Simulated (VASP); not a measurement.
## Hg: relaxation of shape and atoms at fixed volume with PBE

Hg:

```
Hg
1.0
     5.09026    0.00000    0.00000
    -2.54513    4.40830    0.00000
     0.00000    0.00000    2.99456
Hg
3
Direct
  0.00000 0.00000 0.00000
  0.33333 0.66667 0.50000
  0.66667 0.33333 0.50000
```

```json
{
 "Program": "VASP 6.6.1",
 "Task": "relaxation of shape and atoms at fixed volume",
 "Functional": "PBE",
 "Potentials or basis": "VASP PAW PBE potentials, release 64 (Hg)",
 "Cutoff": "600 eV",
 "k mesh": "7 × 7 × 10",
 "Occupations": "fermi-dirac, width 0.05 eV",
 "Spin": "no spin polarisation",
 "Dipole correction": "no",
 "Further INCAR settings": "ALGO = Normal; EDIFF = 1e-06; IBRION = 2; EDIFFG = -0.005; NSW = 50; ISIF = 4"
}
```

```
Energy gained by relaxing : 0.3 meV/atom
Ionic steps               : 4
Pressure after relaxing   : 9.4 GPa
Band gap on the k mesh    : zero (bands 18 and 19 overlap by 4.99 eV)
```

Step by step:
```
step  energy change (eV)  largest force (eV/Å)  pressure (GPa)  volume (Å³)
   1              0.0000                0.0000            9.36        67.20
   2             -0.0005                0.0000            9.37        67.20
   3             -0.0010                0.0000            9.38        67.20
   4             -0.0010                0.0000            9.38        67.20
```

Final structure:
```cif
data_structure
_symmetry_space_group_name_H-M 'P 1'
_symmetry_Int_Tables_number 1
_cell_length_a 5.1122
_cell_length_b 5.1122
_cell_length_c 2.9690
_cell_angle_alpha 90.000
_cell_angle_beta 90.000
_cell_angle_gamma 120.000
_cell_volume 67.20
loop_
_atom_site_label
_atom_site_type_symbol
_atom_site_fract_x
_atom_site_fract_y
_atom_site_fract_z
_atom_site_occupancy
Hg1 Hg 0.00000 0.00000 0.00000 1
Hg2 Hg 0.33333 0.66667 0.50000 1
Hg3 Hg 0.66667 0.33333 0.50000 1
```

Levels at points of the mesh, in eV from the Fermi level:
```tsv
k point	band 14	band 15	band 16	band 17	band 18	band 19	band 20	band 21	band 22
(0.00, 0.00, 0.00)	-6.44	-5.79	-5.79	-1.01	-0.55	1.86	1.86	1.90	1.90
(0.00, 0.00, 0.50)	-5.97	-5.39	-3.01	-2.85	3.63	3.65	3.83	3.90	4.44
```

Wall time 3.3 min on 1 thread of Intel Xeon 8259CL, on a shared host, peak memory 0.24 GiB.

Caveat: spin-orbit coupling is left out, which moves the levels of the heavy elements.
